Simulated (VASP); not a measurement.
# VN (Fm-3m) in VASP: further runs, part 2 of 2

VASP 6.6.1. The steps go on from the part before.

### Step 3. Electric field gradients, LDA, collinear spin, ferromagnetic start

File INCAR:

```
  PREC = Accurate
  ENCUT = 520
  EDIFF = 1E-8
  ISMEAR = -1
  SIGMA = 0.05
  LREAL = False
  LASPH = True
  NELM = 200
  ALGO = Normal
  ISIF = 2
  LWAVE = False
  LCHARG = False
  ISPIN = 2
  MAGMOM = 2 0
  LORBIT = 11
  LMAXMIX = 4
  LEFG = True
  NBANDS = 20
  GGA_COMPAT = False
```

File KPOINTS:

```
Automatic mesh
0
Gamma
  19 19 19
```

File POSCAR:

```
VN
1.0
    0.0000000000      2.0640000000      2.0640000000
    2.0640000000      0.0000000000      2.0640000000
    2.0640000000      2.0640000000      0.0000000000
V N
1 1
Direct
    0.0000000000      0.0000000000      0.0000000000
    0.5000000000      0.5000000000      0.5000000000
```

Potentials or basis: VASP PAW LDA potentials, release 64 (V_sv, N).

Started as:

```bash
cat potpaw_LDA.64/V_sv/POTCAR potpaw_LDA.64/N/POTCAR > POTCAR
mpirun -np 1 vasp_std > vasp.out
```

OUTCAR:

```text
PREC = Accurate
   ENCUT = 520
   EDIFF = 1E-8
   ISMEAR = -1
   LREAL = False
   LASPH = True
   NELM = 200
   ISIF = 2
   ISPIN = 2
   LORBIT = 11

 ion  position               nearest neighbor table
   1  0.000  0.000  0.000-   2 2.06   2 2.06   2 2.06   2 2.06   2 2.06   2 2.06
   2  0.500  0.500  0.500-   1 2.06   1 2.06   1 2.06   1 2.06   1 2.06   1 2.06

  LATTYP: Found a face centered cubic cell.
 ALAT       =     4.1280000000

  Lattice vectors:

 A1 = (   0.0000000000,   2.0640000000,   2.0640000000)
 A2 = (   2.0640000000,   0.0000000000,   2.0640000000)
 A3 = (   2.0640000000,   2.0640000000,   0.0000000000)

Analysis of symmetry for initial positions (statically):
=====================================================================
 Subroutine PRICEL returns:
 Original cell was already a primitive cell.

[... 1327 lines left out ...]
 -----------------------------------------------------------------------------------
    total drift:                                0.000000     -0.000000     -0.000000

  FREE ENERGIE OF THE ION-ELECTRON SYSTEM (eV)
  ---------------------------------------------------
  free  energy   TOTEN  =       -21.4667967192 eV

  energy  without entropy=      -21.4521260309  energy(sigma->0) =      -21.45946138

 Electric field gradients (V/A^2)
---------------------------------------------------------------------
 ion       V_xx      V_yy      V_zz      V_xy      V_xz      V_yz
---------------------------------------------------------------------
   1       0.000    -0.000    -0.000     0.001     0.001     0.001
   2      -0.000    -0.000     0.000     0.000     0.000     0.000
---------------------------------------------------------------------

 Electric field gradients after diagonalization (V/A^2)
 (convention: |V_zz| > |V_xx| > |V_yy|)
----------------------------------------------------------------------
 ion       V_xx      V_yy      V_zz     asymmetry (V_yy - V_xx)/ V_zz
----------------------------------------------------------------------
   1      -0.001    -0.001     0.002       0.000
   2      -0.000    -0.000     0.001       0.000
----------------------------------------------------------------------

           NMR quadrupolar parameters

 Cq : quadrupolar parameter    Cq=e*Q*V_zz/h
 eta: asymmetry parameters     (V_yy - V_xx)/ V_zz
 Q  : nuclear electric quadrupole moment in mb (millibarn)
----------------------------------------------------------------------
 ion       Cq(MHz)       eta       Q (mb)
----------------------------------------------------------------------
   1       0.000       0.000       1.000
   2       0.000       0.000       1.000
----------------------------------------------------------------------

 total charge

# of ion       s       p       d       tot
------------------------------------------
    1        2.241   6.278   3.168  11.687
    2        1.231   2.478   0.000   3.709
--------------------------------------------------
tot          3.471   8.756   3.168  15.396

 magnetization (x)

# of ion       s       p       d       tot
------------------------------------------
    1        0.000   0.000   0.000   0.000
    2       -0.000  -0.000   0.000  -0.000
--------------------------------------------------
tot         -0.000  -0.000   0.000   0.000
```

OSZICAR:

```text
N       E                     dE             d eps       ncg     rms          rms(c)
DAV:   1     0.145450961821E+03    0.14545E+03   -0.91154E+03 17760   0.102E+03
DAV:   2    -0.212219773083E+02   -0.16667E+03   -0.15765E+03 18412   0.315E+02
DAV:   3    -0.262134574197E+02   -0.49915E+01   -0.49486E+01 19920   0.579E+01
DAV:   4    -0.262339864954E+02   -0.20529E-01   -0.20527E-01 19108   0.404E+00
DAV:   5    -0.262340960180E+02   -0.10952E-03   -0.10952E-03 19872   0.292E-01    0.311E+01
DAV:   6    -0.226421807258E+02    0.35919E+01   -0.14935E+01 22236   0.472E+01    0.100E+01
DAV:   7    -0.216555047253E+02    0.98668E+00   -0.61830E+00 19272   0.244E+01    0.991E+00
DAV:   8    -0.214726992080E+02    0.18281E+00   -0.54756E-01 18832   0.785E+00    0.208E+00
DAV:   9    -0.214694563991E+02    0.32428E-02   -0.27410E-02 18924   0.142E+00    0.819E-01
DAV:  10    -0.214679002204E+02    0.15562E-02   -0.27156E-03 19872   0.584E-01    0.322E-01
DAV:  11    -0.214668490469E+02    0.10512E-02   -0.16459E-03 19084   0.491E-01    0.131E-01
DAV:  12    -0.214668007043E+02    0.48343E-04   -0.15787E-04 19168   0.125E-01    0.508E-02
DAV:  13    -0.214667970895E+02    0.36148E-05   -0.15129E-05 18628   0.341E-02    0.161E-02
DAV:  14    -0.214667966628E+02    0.42674E-06   -0.24253E-06 20556   0.130E-02    0.370E-03
DAV:  15    -0.214667967197E+02   -0.56962E-07   -0.27512E-07 19472   0.409E-03    0.197E-03
DAV:  16    -0.214667967192E+02    0.52933E-09   -0.56181E-09 10452   0.659E-04
   1 F= -.21466797E+02 E0= -.21459461E+02  d E =-.146707E-01  mag=    -0.0000
```

stdout:

```text
POSCAR found type information on POSCAR V N
 POSCAR found :  2 types and       2 ions
 scaLAPACK will be used
 LDA part: xc-table for (Slater(with rela. corr.)+CA(PZ))
 , standard interpolation
 POSCAR, INCAR and KPOINTS ok, starting setup
 FFT: planning ... GRIDC
 FFT: planning ... GRID_SOFT
 FFT: planning ... GRID
 WAVECAR not read
 entering main loop
ion   1

ion   2
```

It took 5.2 min on 1 thread of Oxide Virtual Turin-like, shared host; peak memory 0.19 GiB.

What came out:

- Free energy: -21.4668 eV
- Pressure: -19.1 GPa
- Band gap on the k mesh: zero (filled and empty bands overlap)
- Net moment: 0.00 μB per cell
- Largest electric field gradient by atom: under 0.05 V/Å² on every atom
- Valence electrons inside the program's atomic spheres: V 11.69; N 3.71

Caveat: the cell stands under tension; the moments typed at the start vanished in this run. With open d or f shells a metallic result of LDA can be an artefact of self-interaction; +U or a hybrid may open a gap.
